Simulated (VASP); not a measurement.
A run of VASP 6.6.1 is set up as follows.

The input INCAR:

```
ALGO = Normal
EDIFF = 1E-6
EDIFFG = -0.005
ENCUT = 600
GGA = PE
IBRION = 2
ISIF = 3
ISMEAR = 0
LASPH = True
LCHARG = False
LREAL = False
LWAVE = False
NELM = 80
NSW = 100
PREC = Accurate
SIGMA = 0.1
```

KPOINTS

```
k-points
0
Gamma
  18 18 18
```

Contents of POSCAR:

```
Al
1.0
    0.0000000000      2.0194648500      2.0194648500
    2.0194648500      0.0000000000      2.0194648500
    2.0194648500      2.0194648500      0.0000000000
Al
1
Direct
    0.0000000000      0.0000000000      0.0000000000
```

Potentials or basis: VASP PAW PBE potentials, release 64 (Al).

Command:

```bash
$ cat potpaw_PBE.64/Al/POTCAR > POTCAR
$ mpirun -np 1 vasp_std > vasp.out
```

Problem. Predict the space group after relaxing (to 0.1 Å).

Solution. Fm-3m (No. 225).

Problem. Predict the band gap on the k mesh.

Solution. Zero (an odd number of electrons rules out a gap without spin polarisation).

Problem. Estimate the relaxed cell.

Solution. a = 2.857 Å, b = 2.857 Å, c = 2.857 Å, α = 60.00°, β = 60.00°, γ = 60.00°.

Problem. Predict the relaxed volume.

Solution. 16.50 Å³/atom.

Final structure:
```
Al
1.0
     0.00000    2.02048    2.02048
     2.02048    0.00000    2.02048
     2.02048    2.02048    0.00000
Al
1
Direct
  0.00000 0.00000 0.00000
```
